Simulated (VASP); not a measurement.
# SiC (P6_3mc) in VASP: further runs

The runs below take SiC through elastic constants, with LDA.

All numbers are computed with VASP 6.6.1; they aren't measurements. Logs are shortened: lines on timing, memory, paths and dates and some standing lists are left out, and cuts for length are marked.

## 1. The cell of the first run

The structure is hexagonal, space group P6_3mc (No. 186). Conventional cell: a = 3.052 Å, b = 3.052 Å, c = 5.009 Å, α = 90.00°, β = 90.00°, γ = 120.00°. Si (site symmetry 3m) has 4 C at 1.87 to 1.88 Å within 2.5 Å. Within 2.5 Å of C (site symmetry 3m) lie 4 Si at 1.87 to 1.88 Å.

## 2. Elastic constants, LDA

Contents of INCAR:

```
PREC = Accurate ; ENCUT = 600
EDIFF = 1E-8 ; ISMEAR = 0
SIGMA = 0.01 ; LREAL = F
LASPH = T ; NELM = 100
ALGO = Normal ; ISIF = 3
LWAVE = F ; LCHARG = T
GGA = CA ; IBRION = 6
NFREE = 2 ; POTIM = 0.015
NSW = 1
```

Contents of KPOINTS:

```
regular mesh
0
Gamma
  8 8 6
```

Contents of POSCAR:

```
SiC
1.0
    3.0521137261      0.0000000000      0.0000000000
   -1.5260568630      2.6432080220      0.0000000000
    0.0000000000      0.0000000000      5.0086155207
Si C
2 2
Direct
    0.3333333333      0.6666666667      0.0045917126
    0.6666666667      0.3333333333      0.5045917126
    0.3333333333      0.6666666667      0.3804082874
    0.6666666667      0.3333333333      0.8804082874
```

Potentials or basis: VASP PAW LDA potentials, release 64 (Si, C).

On the command line:

```bash
cat potpaw_LDA.64/Si/POTCAR potpaw_LDA.64/C/POTCAR > POTCAR
mpirun -np 1 vasp_std > vasp.out
```

OUTCAR:

```text
PREC = Accurate
   ENCUT = 600
   EDIFF = 1E-8
   ISMEAR = 0
   LREAL = F
   LASPH = T
   NELM = 100
   ISIF = 3
   GGA = CA
   IBRION = 6
   NFREE = 2
   POTIM = 0.015
   NSW = 1

 ion  position               nearest neighbor table
   1  0.333  0.667  0.005-   4 1.87   4 1.87   4 1.87   3 1.88   2 3.06   2 3.06   2 3.06   2 3.06
                             2 3.06   2 3.06
   2  0.667  0.333  0.505-   3 1.87   3 1.87   3 1.87   4 1.88   1 3.06   1 3.06   1 3.06   1 3.06
                             1 3.06   1 3.06
   3  0.333  0.667  0.380-   2 1.87   2 1.87   2 1.87   1 1.88
   4  0.667  0.333  0.880-   1 1.87   1 1.87   1 1.87   2 1.88

  LATTYP: Found a hexagonal cell.
 ALAT       =     3.0521137261
 C/A-ratio  =     1.6410317472

  Lattice vectors:

 A1 = (   3.0521137261,   0.0000000000,   0.0000000000)
 A2 = (  -1.5260568630,   2.6432080220,   0.0000000000)
 A3 = (   0.0000000000,   0.0000000000,   5.0086155207)

Analysis of symmetry for initial positions (statically):
=====================================================================
 Subroutine PRICEL returns:
 Original cell was already a primitive cell.

 Routine SETGRP: Setting up the symmetry group for a
 hexagonal supercell.

 Subroutine GETGRP returns: Found 12 space group operations
 (whereof  6 operations were pure point group operations)
 out of a pool of 24 trial point group operations.

The static configuration has the point symmetry C_3v.
 The point group associated with its full space group is C_6v.

Analysis of symmetry for dynamics (positions and initial velocities):
=====================================================================
 Subroutine PRICEL returns:
 Original cell was already a primitive cell.

 Routine SETGRP: Setting up the symmetry group for a
 hexagonal supercell.

 Subroutine GETGRP returns: Found 12 space group operations
 (whereof  6 operations were pure point group operations)
 out of a pool of 24 trial point group operations.

The dynamic configuration has the point symmetry C_3v.
 The point group associated with its full space group is C_6v.

 Subroutine INISYM returns: Found 12 space group operations
 (whereof  6 operations are pure point group operations),
 and found     1 'primitive' translations

----------------------------------------------------------------------------------------

                                     Primitive cell

  volume of cell :      40.4064

  direct lattice vectors                    reciprocal lattice vectors
     3.052113726  0.000000000  0.000000000     0.327641789  0.189164075  0.000000000
    -1.526056863  2.643208022  0.000000000     0.000000000  0.378328150  0.000000000
     0.000000000  0.000000000  5.008615521     0.000000000  0.000000000  0.199655972

  length of vectors
     3.052113726  3.052113726  5.008615521     0.378328150  0.378328150  0.199655972

  position of ions in fractional coordinates (direct lattice)
     0.333333333  0.666666667  0.004591713
     0.666666667  0.333333333  0.504591713
     0.333333333  0.666666667  0.380408287
     0.666666667  0.333333333  0.880408287

  ion indices of the primitive-cell ions
   primitive index   ion index
                 1           1
                 2           2
                 3           3
                 4           4

----------------------------------------------------------------------------------------

 KPOINTS: regular mesh

Automatic generation of k-mesh.
 Grid dimensions read from file:
 generate k-points for:    8    8    6

 Generating k-lattice:

  Cartesian coordinates                     Fractional coordinates (reciprocal lattice)
     0.040955224  0.023645509  0.000000000     0.125000000 -0.000000000  0.000000000
     0.000000000  0.047291019  0.000000000     0.000000000  0.125000000  0.000000000
     0.000000000  0.000000000  0.033275995     0.000000000  0.000000000  0.166666667

  Length of vectors
     0.047291019  0.047291019  0.033275995

  Shift w.r.t. Gamma in fractional coordinates (k-lattice)
     0.000000000  0.000000000  0.000000000

[... 71 lines left out ...]
  volume/ion in A,a.u.               =      10.10        68.17
  Fermi-wavevector in a.u.,A,eV,Ry     =   1.202167  2.271767 19.663224  1.445206
  Thomas-Fermi vector in A             =   2.337956
   LORBIT       =      0    0 simple, 1 ext, 2 COOP (PROOUT), +10 PAW based schemes
   GGA     = CA    functional components
   LHFCALC =     F    Hartree Fock is set to
   AEXX    =    0.0000 exact exchange contribution
   IVDW    =     0    specifies the selected vdW correction
   LEPSILON=     F    determine dielectric tensor
   LRPA    =     F    only Hartree local field effects (RPA)
 finite differences with symmetry
 non-spin polarized calculation
 Gauss-broadening in eV      SIGMA  =   0.01
  energy-cutoff  :      600.00
  volume of cell :       40.41
 maximum number of plane-waves:      1364
   NGX = 13   NGY = 13   NGZ = 21

--------------------------------------- Ionic step        1  -------------------------------------------

 number of electron      15.9999998 magnetization

 Free energy of the ion-electron system (eV)
  ---------------------------------------------------
  ext. energy  EPLUGINS =         0.00000000
  ---------------------------------------------------
  free energy    TOTEN  =       -33.27791803 eV

  energy without entropy =      -33.27791803  energy(sigma->0) =      -33.27791803

------------------------ aborting loop because EDIFF is reached ----------------------------------------

  FORCE on cell =-STRESS in cart. coord.  units (eV):
  Direction    XX          YY          ZZ          XY          YZ          ZX
  --------------------------------------------------------------------------------------
  -------------------------------------------------------------------------------------
  Total        0.3127055      0.3127055      0.3149058      0.0000000      0.0000000     -0.0000000
  in kB       12.3992756     12.3992756     12.4865232      0.0000000      0.0000000     -0.0000000
  external PRESSURE =      12.4283582 kB  Pullay stress =       0.0000000 kB
[... 95 lines left out ...]
  FREE ENERGIE OF THE ION-ELECTRON SYSTEM (eV)
  ---------------------------------------------------
  free  energy   TOTEN  =       -33.2562048692 eV

  energy  without entropy=      -33.2562048692  energy(sigma->0) =      -33.25620487

[... ionic steps 4 to 18 ...]

--------------------------------------- Ionic step       19  -------------------------------------------

 number of electron      15.9999998 magnetization

------------------------ aborting loop because EDIFF is reached ----------------------------------------
[... 71 lines left out ...]
--------------------------------------- Ionic step       21  -------------------------------------------

 number of electron      15.9999998 magnetization

 Free energy of the ion-electron system (eV)
  ---------------------------------------------------
  ext. energy  EPLUGINS =         0.00000000
  ---------------------------------------------------
  free energy    TOTEN  =       -33.27505328 eV

  energy without entropy =      -33.27505328  energy(sigma->0) =      -33.27505328

 E-fermi :   8.5731     XC(G=0): -11.6510

 val. band max:        8.5038575644   @ k =   0.0000   0.0000   0.0000
 cond. band min:      10.8227810283   @ k =   0.3750   0.2500   0.0000
 fundamental gap:      2.3189234639
 Fermi energy:         8.5731129880

 k-point     1 :       0.0000    0.0000    0.0000
  band No.  band energies     occupation
      1      -7.1830      2.00000
      2      -3.4657      2.00000
      3      -0.3938      2.00000
      4       7.1698      2.00000
      5       7.1698      2.00000
      6       8.3256      2.00000
      7       8.5039      2.00000
      8       8.5039      2.00000
      9      13.4475      0.00000
     10      14.9532      0.00000
     11      15.1776      0.00000
     12      15.1776      0.00000
[... 331 lines left out ...]
 k-point    24 :       0.3750   -0.0000    0.3333
  band No.  band energies     occupation
      1      -4.3218      2.00000
      2      -2.9591      2.00000
      3       0.8367      2.00000
      4       2.1293      2.00000
      5       4.3783      2.00000
      6       5.7456      2.00000
      7       6.6565      2.00000
      8       6.7733      2.00000
      9      11.5944      0.00000
     10      12.4266      0.00000
     11      14.2405      0.00000
     12      15.8214      0.00000

 [... further k-points ...]
[... 5 lines left out ...]
  --------------------------------------------------------------------------------------
  -------------------------------------------------------------------------------------
  Total        0.2322937      0.2322937      0.4813400      0.0000000      0.0000000      0.0000000
  in kB        9.2108205      9.2108205     19.0859079      0.0000000      0.0000000      0.0000000
  external PRESSURE =      12.5025163 kB  Pullay stress =       0.0000000 kB
[... 19 lines left out ...]
  FREE ENERGIE OF THE ION-ELECTRON SYSTEM (eV)
  ---------------------------------------------------
  free  energy   TOTEN  =       -33.2750532845 eV

  energy  without entropy=      -33.2750532845  energy(sigma->0) =      -33.27505328

 INTERNAL STRAIN TENSORS FROM STRAINED CELLS
 ============================================

 INTERNAL STRAIN TENSOR FOR ION    1 for displacements in x,y,z  (eV/Angst):
          X           Y           Z          XY          YZ          ZX
  --------------------------------------------------------------------------------
  x    -0.00000     0.00000     0.00000    -8.42632    -0.00000    -6.25124
  y    -8.44500     8.47202     0.00000    -0.00001    -6.24378    -0.00001
  z    -5.47906    -5.48389    10.47636    -0.00078    -0.00414    -0.00002

 INTERNAL STRAIN TENSORS FROM DISPLACED ATOMS
 ============================================

 INTERNAL STRAIN TENSOR FOR ION    1 for displacements in x,y,z  (eV/Angst):
          X           Y           Z          XY          YZ          ZX
  --------------------------------------------------------------------------------
  x    -0.00000     0.00000     0.00000    -8.43809    -0.00000    -6.25401
  y    -8.43809     8.43809     0.00000     0.00000    -6.25401    -0.00000
  z    -5.46033    -5.46033    10.41432    -0.00000     0.00000     0.00000

 INTERNAL STRAIN TENSOR FOR ION    4 for displacements in x,y,z  (eV/Angst):
          X           Y           Z          XY          YZ          ZX
  --------------------------------------------------------------------------------
  x     0.00000    -0.00000     0.00000    10.11693     0.00000     6.25267
  y    10.11693   -10.11693     0.00000    -0.00000     6.25267     0.00000
  z     5.46235     5.46235   -10.41831     0.00000    -0.00000     0.00000

 Eigenvectors and eigenvalues of the dynamical matrix
 ----------------------------------------------------

   1 f  =   25.355255 THz   159.311763 2PiTHz  845.760257 cm-1   104.860860 meV
             X         Y         Z           dx          dy          dz
     -0.000000  1.762139  0.022998     0.000000    0.000000   -0.005171
      1.526057  0.881069  2.527306     0.000000    0.000000    0.005171
     -0.000000  1.762139  1.905319    -0.000000   -0.000000   -0.707088
      1.526057  0.881069  4.409627    -0.000000   -0.000000    0.707088
[... 71 lines left out ...]
  12 f/i=    0.000949 THz     0.005961 2PiTHz    0.031644 cm-1     0.003923 meV
             X         Y         Z           dx          dy          dz
     -0.000000  1.762139  0.022998    -0.362335    0.467886   -0.000000
      1.526057  0.881069  2.527306    -0.362335    0.467886   -0.000000
     -0.000000  1.762139  1.905319    -0.236974    0.306006   -0.000000
      1.526057  0.881069  4.409627    -0.236974    0.306006   -0.000000

--------------------------------------------------------------------------------------------------------

 ELASTIC MODULI CONTR FROM IONIC RELAXATION (kBar)
 Direction    XX          YY          ZZ          XY          YZ          ZX
 --------------------------------------------------------------------------------
 XX        -532.1417    277.6571    242.6870     -0.0000     -0.0000     -0.0000
 YY         277.6571   -532.1417    242.6870     -0.0000      0.0000      0.0000
 ZZ         242.6870    242.6870   -462.8726      0.0000      0.0000     -0.0000
 XY          -0.0000     -0.0000      0.0000   -404.8994     -0.0000      0.0000
 YZ          -0.0000      0.0000      0.0000     -0.0000   -154.5819     -0.0000
 ZX          -0.0000      0.0000     -0.0000     -0.0000     -0.0000   -154.5819
 --------------------------------------------------------------------------------

 TOTAL ELASTIC MODULI (kBar)
 Direction    XX          YY          ZZ          XY          YZ          ZX
 --------------------------------------------------------------------------------
 XX        5259.8327   1172.7002    599.8315      0.0000     -0.0000     -0.0000
 YY        1172.7002   5259.8327    599.8315      0.0000      0.0000      0.0000
 ZZ         599.8315    599.8315   5704.2003      0.0000      0.0000     -0.0000
 XY           0.0000      0.0000      0.0000   2043.5663     -0.0000      0.0000
 YZ          -0.0000      0.0000      0.0000     -0.0000   1552.0853      0.0000
 ZX          -0.0000      0.0000     -0.0000     -0.0000      0.0000   1552.0853
 --------------------------------------------------------------------------------
```

Wall time 13 min (1 thread of Intel Xeon 8259CL, shared host); peak memory 0.31 GiB.

Results:

* Voigt bulk modulus: 233 GPa
* Highest phonon frequency at Γ, LO-TO splitting left out: 846 cm⁻¹

Phonon frequencies in cm⁻¹ (negative: imaginary):
```tsv
q point	frequencies
(0.000, 0.000, 0.000)	0 0 0 258 258 601 773 773 775 805 805 846
```

Elastic tensor in Voigt notation (GPa, in the Cartesian axes of the cell as first typed):
```
526 117  60   0   0   0
117 526  60   0   0   0
 60  60 570   0   0   0
  0   0   0 155   0   0
  0   0   0   0 155   0
  0   0   0   0   0 204
```

Clamped-ion elastic tensor (GPa):
```
579  90  36   0   0   0
 90 579  36   0   0   0
 36  36 617   0   0   0
  0   0   0 171   0   0
  0   0   0   0 171   0
  0   0   0   0   0 245
```

Caveat: the cell is under stress, which shifts elastic constants.

## 3. Elastic constants, LDA

This run uses another cell than the first one, of 10.14 Å³/atom.

Contents of INCAR:

```
SYSTEM = SiC
PREC = Accurate
ENCUT = 600
EDIFF = 1E-8
ISMEAR = 0
SIGMA = 0.01
LREAL = .False.
LASPH = .True.
NELM = 60
ALGO = Normal
ISIF = 3
LWAVE = .False.
LCHARG = .True.
GGA = CA
IBRION = 6
NFREE = 2
POTIM = 0.015
NSW = 1
```

Contents of KPOINTS:

```
regular mesh
0
Gamma
  8 8 6
  0 0 0
```

Contents of POSCAR:

```
SiC
1.0
    3.0563647925      0.0000000000      0.0000000000
   -1.5281823962      2.6468895535      0.0000000000
    0.0000000000      0.0000000000      5.0159020124
Si C
2 2
Direct
    0.3333333333      0.6666666667      0.0045955262
    0.6666666667      0.3333333333      0.5045955262
    0.3333333333      0.6666666667      0.3804044738
    0.6666666667      0.3333333333      0.8804044738
```

Potentials or basis: VASP PAW LDA potentials, release 64 (Si, C).

On the command line:

```bash
cat potpaw_LDA.64/Si/POTCAR potpaw_LDA.64/C/POTCAR > POTCAR
mpirun -np 1 vasp_std > vasp.out
```

Wall time 11 min (1 thread of Intel Xeon 8259CL, shared host); peak memory 0.31 GiB.

It converged, with:

```yaml
Voigt_bulk_modulus: 230 GPa
Highest_phonon_frequency_at_Γ_LO-TO_splitting_left_out: 842 cm⁻¹
```

Phonon frequencies in cm⁻¹ (negative: imaginary):
```tsv
q point	frequencies
(0.000, 0.000, 0.000)	0 0 0 258 258 599 768 768 771 801 801 842
```

Elastic tensor in Voigt notation (GPa, in the Cartesian axes of the cell as first typed):
```
522 115  58   0   0   0
115 522  58   0   0   0
 58  58 566   0   0   0
  0   0   0 155   0   0
  0   0   0   0 155   0
  0   0   0   0   0 204
```

Clamped-ion elastic tensor (GPa):
```
573  88  35   0   0   0
 88 573  35   0   0   0
 35  35 610   0   0   0
  0   0   0 170   0   0
  0   0   0   0 170   0
  0   0   0   0   0 243
```
